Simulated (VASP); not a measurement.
# WSe2 (P6_3/mmc) in VASP: a series of runs, part 2 of 2

VASP 6.6.1. The steps go on from the part before.

## 4. Single point, r2SCAN+D3(BJ)

This run uses another cell than the first one, of 20.52 Å³/atom, 1.013 times its volume.

Input file POSCAR:

```
WSe2
1.0
    3.2971220047      0.0000000000      0.0000000000
   -1.6485610024      2.8553914155      0.0000000000
    0.0000000000      0.0000000000     13.0783930314
W Se
2 4
Direct
    0.3333333333      0.6666666667      0.2500000000
    0.6666666667      0.3333333333      0.7500000000
    0.3333333333      0.6666666667      0.6227659977
    0.6666666667      0.3333333333      0.1227659977
    0.3333333333      0.6666666667      0.8772340023
    0.6666666667      0.3333333333      0.3772340023
```

Input file INCAR.step1:

```
  PREC = Accurate
  ENCUT = 520
  ISMEAR = 0
  SIGMA = 0.01
  LREAL = F
  LASPH = T
  NELM = 60
  NBANDS = 35
  GGA = PE
  ALGO = Normal
  EDIFF = 1E-4
  LWAVE = T
  LCHARG = F
```

Input file INCAR.step2:

```
  PREC = Accurate
  ENCUT = 520
  EDIFF = 1E-6
  ISMEAR = 0
  SIGMA = 0.01
  LREAL = F
  LASPH = T
  NELM = 60
  ALGO = Normal
  ISIF = 2
  LWAVE = F
  LCHARG = F
  METAGGA = R2SCAN
  LMIXTAU = T
  IVDW = 12
  VDW_S6 = 1.0
  VDW_S8 = 0.78981345
  VDW_A1 = 0.49484001
  VDW_A2 = 5.73083694
  NBANDS = 35
  ISTART = 1
```

Input file KPOINTS:

```
Automatic mesh
0
Gamma
  9 9 2
```

Potentials or basis: VASP PAW PBE potentials, release 64 (W_sv, Se).

Run with:

```console
cat potpaw_PBE.64/W_sv/POTCAR potpaw_PBE.64/Se/POTCAR > POTCAR
cp INCAR.step1 INCAR
mpirun -np 1 vasp_std > vasp.out
cp INCAR.step2 INCAR
mpirun -np 1 vasp_std > vasp.out
```

OUTCAR:

```text
PREC = Accurate
   ENCUT = 520
   EDIFF = 1E-6
   ISMEAR = 0
   LREAL = F
   LASPH = T
   NELM = 60
   ISIF = 2
   METAGGA = R2SCAN
   IVDW = 12
   ISTART = 1
 IVDW          = 12

 ion  position               nearest neighbor table
   1  0.333  0.667  0.250-   4 2.53   6 2.53   4 2.53   6 2.53   4 2.53   6 2.53
   2  0.667  0.333  0.750-   3 2.53   5 2.53   3 2.53   5 2.53   3 2.53   5 2.53
   3  0.333  0.667  0.623-   2 2.53   2 2.53   2 2.53
   4  0.667  0.333  0.123-   1 2.53   1 2.53   1 2.53
   5  0.333  0.667  0.877-   2 2.53   2 2.53   2 2.53
   6  0.667  0.333  0.377-   1 2.53   1 2.53   1 2.53

  LATTYP: Found a hexagonal cell.
 ALAT       =     3.2971220047
 C/A-ratio  =     3.9666087614

  Lattice vectors:

 A1 = (   3.2971220047,   0.0000000000,   0.0000000000)
 A2 = (  -1.6485610024,   2.8553914155,   0.0000000000)
 A3 = (   0.0000000000,   0.0000000000,  13.0783930314)

Analysis of symmetry for initial positions (statically):
=====================================================================
 Subroutine PRICEL returns:
 Original cell was already a primitive cell.

 Routine SETGRP: Setting up the symmetry group for a
 hexagonal supercell.

[... 181 lines left out ...]
 Fermi energy:         6.0946643668

 k-point     1 :       0.0000    0.0000    0.0000
  band No.  band energies     occupation
      1     -70.3614      2.00000
      2     -70.3614      2.00000
      3     -33.9543      2.00000
      4     -33.9543      2.00000
      5     -33.8351      2.00000
      6     -33.8351      2.00000
[... 901 lines left out ...]
     34      10.6493      0.00000
     35      12.4769      0.00000

------------------------ aborting loop because EDIFF is reached ----------------------------------------

 Edisp (eV)   -1.30319

 E8    (eV) :    -0.4591

  FORCE on cell =-STRESS in cart. coord.  units (eV):
  Direction    XX          YY          ZZ          XY          YZ          ZX
  --------------------------------------------------------------------------------------
  -------------------------------------------------------------------------------------
  Total       0.24738     0.24738     0.28722    -0.00000     0.00000     0.00000
  in kB       3.21894     3.21894     3.73745    -0.00000     0.00000     0.00000
  external pressure =        3.39 kB  Pullay stress =        0.00 kB

 VOLUME and BASIS-vectors are now :
 -----------------------------------------------------------------------------
  energy-cutoff  :      520.00
  volume of cell :      123.13
      direct lattice vectors                 reciprocal lattice vectors
     3.297122005  0.000000000  0.000000000     0.303294812  0.175107342  0.000000000
    -1.648561002  2.855391416  0.000000000     0.000000000  0.350214683  0.000000000
     0.000000000  0.000000000 13.078393031     0.000000000  0.000000000  0.076461993

 POSITION                                       TOTAL-FORCE (eV/Angst)
 -----------------------------------------------------------------------------------
     -0.00000      1.90359      3.26960        -0.000000     -0.000000      0.000000
      1.64856      0.95180      9.80879         0.000000      0.000000      0.000000
     -0.00000      1.90359      8.14478        -0.000000     -0.000000     -0.045414
      1.64856      0.95180      1.60558        -0.000000     -0.000000     -0.045414
     -0.00000      1.90359     11.47281         0.000000     -0.000000      0.045414
      1.64856      0.95180      4.93361        -0.000000      0.000000      0.045414
 -----------------------------------------------------------------------------------
    total drift:                               -0.000000      0.000000     -0.000000

  FREE ENERGIE OF THE ION-ELECTRON SYSTEM (eV)
  ---------------------------------------------------
  free  energy   TOTEN  =      -164.8578449109 eV

  energy  without entropy=     -164.8578449109  energy(sigma->0) =     -164.85784491
```

OSZICAR.step1:

```text
N       E                     dE             d eps       ncg     rms          rms(c)
DAV:   1     0.505466204024E+03    0.50547E+03   -0.27965E+04  1872   0.145E+03
DAV:   2    -0.121406331128E+02   -0.51761E+03   -0.50053E+03  1945   0.391E+02
DAV:   3    -0.443106103498E+02   -0.32170E+02   -0.31597E+02  2037   0.904E+01
DAV:   4    -0.450462275211E+02   -0.73562E+00   -0.73189E+00  2049   0.138E+01
DAV:   5    -0.450557421208E+02   -0.95146E-02   -0.95055E-02  1978   0.171E+00    0.299E+01
DAV:   6    -0.435285591222E+02    0.15272E+01   -0.59166E+00  1891   0.160E+01    0.107E+01
DAV:   7    -0.433117799127E+02    0.21678E+00   -0.27184E+00  1810   0.792E+00    0.565E+00
DAV:   8    -0.431446747818E+02    0.16711E+00   -0.37057E-01  1877   0.418E+00    0.124E+00
DAV:   9    -0.431475988607E+02   -0.29241E-02   -0.56380E-02  2007   0.114E+00    0.879E-01
DAV:  10    -0.431461661111E+02    0.14327E-02   -0.12243E-02  1852   0.744E-01    0.131E-01
DAV:  11    -0.431461819125E+02   -0.15801E-04   -0.16315E-03  1831   0.259E-01    0.180E-01
DAV:  12    -0.431461412551E+02    0.40657E-04   -0.57841E-05  1017   0.512E-02
   1 F= -.43146141E+02 E0= -.43146141E+02  d E =-.287953E-73
```

Run time: 6 min. Hardware: 1 thread of Intel Xeon Platinum 8259CL at 2.50GHz (Skylake/Cascade Lake), shared host; peak memory 0.34 GiB.

Results:

```yaml
Free_energy: -164.8578 eV
Pressure: 0.3 GPa
Largest_force: 0.045 eV/Å
Band_gap_on_the_k_mesh: 1.23 eV, indirect (least direct gap 1.61 eV)
Dispersion_energy_per_atom: -0.217 eV
```

Forces in eV/Å, atoms in the order of the input:
```
W    0.000  0.000  0.000
W    0.000  0.000  0.000
Se   0.000  0.000 -0.045
Se   0.000  0.000 -0.045
Se   0.000  0.000  0.045
Se   0.000  0.000  0.045
```

Levels at points of the mesh, in eV from the valence-band top:
```
           k point  band 24  band 25  band 26  band 27  band 28  band 29
(0.00, 0.00, 0.00)    -1.26    -1.07     0.00     2.75     2.75     2.79
(0.00, 0.00, 0.50)    -1.70    -0.25    -0.25     2.76     2.76     2.76
```

Caveat: the PAW data sets were made with another functional, which shifts forces and pressure a little; spin-orbit coupling is left out, which moves the levels of the heavy elements. A k mesh can miss the band edges.

## 5. Relaxation of shape and atoms at fixed volume, r2SCAN+D3(BJ) (volume scaled by 0.91)

Input file POSCAR:

```
WSe2
1.0
    3.2269780093      0.0000000000      0.0000000000
   -1.6134890046      2.7946449335      0.0000000000
    0.0000000000      0.0000000000     12.4292208070
W Se
2 4
Direct
    0.3333333333      0.6666666667      0.2500000000
    0.6666666667      0.3333333333      0.7500000000
    0.3333333333      0.6666666667      0.6172726897
    0.6666666667      0.3333333333      0.1172726897
    0.3333333333      0.6666666667      0.8827273103
    0.6666666667      0.3333333333      0.3827273103
```

Input file INCAR.step1:

```
SYSTEM = WSe2
  ALGO = Normal
  EDIFF = 1E-4
  ENCUT = 600
  GGA = PE
  ISMEAR = 0
  LASPH = .True.
  LCHARG = .False.
  LREAL = .False.
  LWAVE = .True.
  NELM = 100
  PREC = Accurate
  SIGMA = 0.02
```

Input file INCAR.step2:

```
SYSTEM = WSe2
  ALGO = Normal
  EDIFF = 1E-6
  EDIFFG = -0.01
  ENCUT = 600
  IBRION = 2
  ISIF = 4
  ISMEAR = 0
  ISTART = 1
  IVDW = 12
  LASPH = .True.
  LCHARG = .False.
  LMIXTAU = .True.
  LREAL = .False.
  LWAVE = .False.
  METAGGA = R2SCAN
  NELM = 100
  NSW = 50
  PREC = Accurate
  SIGMA = 0.02
  VDW_A1 = 0.49484001
  VDW_A2 = 5.73083694
  VDW_S6 = 1.0
  VDW_S8 = 0.78981345
```

Input file KPOINTS:

```
k-points
0
Gamma
  9 9 2
  0 0 0
```

Run with:

```console
cat potpaw_PBE.64/W_sv/POTCAR potpaw_PBE.64/Se/POTCAR > POTCAR
cp INCAR.step1 INCAR
mpirun -np 1 vasp_std > vasp.out
cp INCAR.step2 INCAR
mpirun -np 1 vasp_std > vasp.out
```

Wall time 12 min (1 thread of Intel Xeon 6975P-C (Granite Rapids), shared host); peak memory 0.35 GiB.

The run converged. Its results:

| Item | Value |
| --- | --- |
| Free energy | -164.6656 eV |
| Energy gained by relaxing | 6.8 meV/atom |
| Ionic steps | 5 |
| Pressure after relaxing | 6.5 GPa |
| Largest force after relaxing | 0.005 eV/Å |
| Band gap on the k mesh | 0.94 eV, indirect (least direct gap 1.75 eV) |
| Dispersion energy per atom | -0.240 eV |

Forces on the atoms (eV/Å):
```
W    0.000  0.000  0.000
W    0.000  0.000  0.000
Se   0.000  0.000 -0.005
Se   0.000  0.000 -0.005
Se   0.000  0.000  0.005
Se   0.000  0.000  0.005
```

Step by step:
| step | energy change (eV) | largest force (eV/Å) | pressure (GPa) | volume (Å³) |
| --- | --- | --- | --- | --- |
| 1 | 0.0000 | 0.6303 | 9.76 | 112.09 |
| 2 | -0.0284 | 0.1039 | 6.53 | 112.09 |
| 3 | -0.0309 | 0.0529 | 7.22 | 112.09 |
| 4 | -0.0394 | 0.0222 | 6.75 | 112.09 |
| 5 | -0.0406 | 0.0049 | 6.51 | 112.09 |

Final structure:
```cif
data_structure
_symmetry_space_group_name_H-M 'P 1'
_symmetry_Int_Tables_number 1
_cell_length_a 3.2397
_cell_length_b 3.2397
_cell_length_c 12.3316
_cell_angle_alpha 90.000
_cell_angle_beta 90.000
_cell_angle_gamma 120.000
_cell_volume 112.09
loop_
_atom_site_label
_atom_site_type_symbol
_atom_site_fract_x
_atom_site_fract_y
_atom_site_fract_z
_atom_site_occupancy
W1 W 0.33333 0.66667 0.25000 1
W2 W 0.66667 0.33333 0.75000 1
Se1 Se 0.33333 0.66667 0.61447 1
Se2 Se 0.66667 0.33333 0.11447 1
Se3 Se 0.33333 0.66667 0.88553 1
Se4 Se 0.66667 0.33333 0.38553 1
```

Levels at points of the mesh, in eV from the valence-band top:
| k point | band 22 | band 23 | band 24 | band 25 | band 26 | band 27 | band 28 | band 29 | band 30 | band 31 |
| --- | --- | --- | --- | --- | --- | --- | --- | --- | --- | --- |
| (0.00, 0.00, 0.00) | -1.72 | -1.72 | -1.49 | -0.89 | 0.00 | 2.68 | 2.68 | 2.69 | 2.69 | 2.78 |
| (0.00, 0.00, 0.50) | -1.78 | -1.78 | -1.78 | -0.21 | -0.21 | 2.67 | 2.67 | 2.67 | 2.67 | 2.95 |

Caveat: the cell differs from its parent crystal (volume scaled by 0.91); the PAW data sets were made with another functional, which shifts forces and pressure a little; spin-orbit coupling is left out, which moves the levels of the heavy elements. A k mesh can miss the band edges.

## 6. Overview

| task | cell | k mesh | cutoff (eV) | smearing | gap on the mesh (eV) | pressure (GPa) | largest force (eV/Å) |
| --- | --- | --- | --- | --- | --- | --- | --- |
| single point | a = 3.290, b = 3.290, c = 12.970 Å, angles 90.0, 90.0, 120.0°, 6 atoms | 6 × 6 × 2 | 520 | gaussian 0.1 eV | 1.09 | 0.2 | 0.10 |
| single point | a = 3.297, b = 3.297, c = 13.081 Å, angles 90.0, 90.0, 120.0°, 6 atoms | 9 × 9 × 2 | 520 | gaussian 0.02 eV | 1.23 | 0.3 | 0.04 |
| single point | a = 3.297, b = 3.297, c = 13.078 Å, angles 90.0, 90.0, 120.0°, 6 atoms | 9 × 9 × 2 | 520 | gaussian 0.01 eV | 1.23 | 0.3 | 0.05 |
| relaxation of shape and atoms at fixed volume | relaxed from a = 3.227, b = 3.227, c = 12.429 Å, angles 90.0, 90.0, 120.0°, 6 atoms | 9 × 9 × 2 | 600 | gaussian 0.02 eV | 0.94 | 6.5 | - |

Alike in all rows: level r2SCAN+D3(BJ); potentials or basis VASP PAW PBE potentials, release 64 (W_sv, Se); no spin polarisation.

Caveats: the PAW data sets were made with another functional, which shifts forces and pressure a little; spin-orbit coupling is left out, which moves the levels of the heavy elements.

Total energies depend on the potentials used, so only differences within one code and one set of settings carry meaning.

## 7. Comparison with measurements

Step 2. A measured gap of WSe2 is 1.3 eV (indirect; “Time-resolved XUV ARPES with tunable 24–33 eV laser pulses at 30 meV resolution”, 2019, pmc:6684652); the calculated 1.09 eV misses it by -0.21 eV. Spin-orbit coupling on Se, W is left out. The value is that of r2SCAN+D3(BJ) on a finite k mesh, which can miss the band edges, without temperature or zero-point motion.

Step 3. A measured gap of WSe2 is 1.3 eV (indirect; “Time-resolved XUV ARPES with tunable 24–33 eV laser pulses at 30 meV resolution”, 2019, pmc:6684652); the calculated 1.23 eV misses it by -0.07 eV. Spin-orbit coupling on Se, W is left out. The value is that of r2SCAN+D3(BJ) on a finite k mesh, which can miss the band edges, without temperature or zero-point motion.
